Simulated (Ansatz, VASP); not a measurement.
SnO in VASP and in Ansatz

```
Sn O
1.0
   -10.00000    0.00000    0.00000
     0.00000  -11.44000    0.00000
     0.00000    5.72000   11.12000
Sn O
32 32
Cartesian
  0.0000 0.0000 0.0000
  0.0000 -5.7200 0.0000
  -7.5000 -8.5800 0.0000
  -7.5000 -2.8600 0.0000
  -5.0000 -5.7200 0.0000
  -5.0000 0.0000 0.0000
  -2.5000 -2.8600 0.0000
  -2.5000 -8.5800 0.0000
  0.0000 0.0000 5.5600
  0.0000 -5.7200 5.5600
  -7.5000 2.8600 5.5600
  -7.5000 -2.8600 5.5600
  -5.0000 -5.7200 5.5600
  -5.0000 0.0000 5.5600
  -2.5000 -2.8600 5.5600
  -2.5000 2.8600 5.5600
  -7.5000 -0.3375 2.8245
  -7.5000 -6.0575 2.8245
  -5.0000 -8.9175 2.8245
  -5.0000 -3.1975 2.8245
  -2.5000 -6.0575 2.8245
  -2.5000 -0.3375 2.8245
  0.0000 -3.1975 2.8245
  0.0000 -8.9175 2.8245
  -7.5000 0.3375 8.3845
  -7.5000 -5.3825 8.3845
  -5.0000 3.1975 8.3845
  -5.0000 -2.5225 8.3845
  -2.5000 -5.3825 8.3845
  -2.5000 0.3375 8.3845
  0.0000 -2.5225 8.3845
  0.0000 3.1975 8.3845
  -6.6000 -1.4300 4.2256
  -6.6000 -7.1500 4.2256
  -4.1000 1.4300 4.2256
  -4.1000 -4.2900 4.2256
  -1.6000 -7.1500 4.2256
  -1.6000 -1.4300 4.2256
  -9.1000 -4.2900 4.2256
  -9.1000 1.4300 4.2256
  -8.4000 1.4300 9.7856
  -8.4000 -4.2900 9.7856
  -5.9000 4.2900 9.7856
  -5.9000 -1.4300 9.7856
  -3.4000 -4.2900 9.7856
  -3.4000 1.4300 9.7856
  -0.9000 -1.4300 9.7856
  -0.9000 4.2900 9.7856
  -8.4000 -1.4300 4.2256
  -8.4000 -7.1500 4.2256
  -5.9000 1.4300 4.2256
  -5.9000 -4.2900 4.2256
  -3.4000 -7.1500 4.2256
  -3.4000 -1.4300 4.2256
  -0.9000 -4.2900 4.2256
  -0.9000 1.4300 4.2256
  -6.6000 1.4300 9.7856
  -6.6000 -4.2900 9.7856
  -4.1000 4.2900 9.7856
  -4.1000 -1.4300 9.7856
  -1.6000 -4.2900 9.7856
  -1.6000 1.4300 9.7856
  -9.1000 -1.4300 9.7856
  -9.1000 4.2900 9.7856
```

Alike in both runs: task single point; functional PBE; k mesh 1 × 1 × 1; occupations gaussian, width 0.05 eV; no spin polarisation.

|  | VASP | Ansatz |
| --- | --- | --- |
| version | VASP 6.6.1 | Ansatz 0.2.0 |
| potentials or method | VASP PAW PBE potentials, release 64 (Sn_d, O), cutoff 520 eV | scalar-relativistic, plane waves, PAW |
| valence electrons in the cell | 640 | 640 |

Ansatz gave:

| Property | Result |
| --- | --- |
| rms of the force components (eV/Å) | 3.787 |

Q: Which values does VASP return?

A: rms of the force components (eV/Å): 3.810.

Atom by atom the forces differ by 0.045 eV/Å (rms over components).

The k mesh is coarse, so the values compare programs but aren't converged.
